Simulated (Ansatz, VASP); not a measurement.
Two plane-wave programs on Ni

```
CELL_PARAMETERS angstrom
-1.40193 1.40193 1.40193
1.40193 -1.40193 1.40193
1.40193 1.40193 -1.40193
ATOMIC_POSITIONS crystal
Ni 0.00000 0.00000 0.00000
```

Alike in both runs: task single point; functional LDA; k mesh 14 × 14 × 14; occupations fermi-dirac, width 0.15 eV; collinear spin.

|  | VASP | Ansatz |
| --- | --- | --- |
| version | VASP 6.6.1 | Ansatz 0.2.0 |
| potentials or method | VASP PAW LDA potentials, release 64 (Ni), cutoff 600 eV | plane waves, PAW |
| valence electrons in the cell | 10 | 18 |

```csv
,VASP,Ansatz,Ansatz less VASP
net moment per atom (μB),0.27,0.38,+0.108
size of the moment on the site where the two differ most (μB),0.27,0.39,+0.121
```

The net moments are unlike, so the other rows may belong to different states. LDA's correlation is that of Perdew and Zunger in VASP and of Perdew and Wang (1992) in Ansatz. Site moments also hang on the region over which each program counts them. VASP's potentials hold 10 valence electrons a cell and Ansatz's 18, so a difference there can come from the potentials and not from the codes.
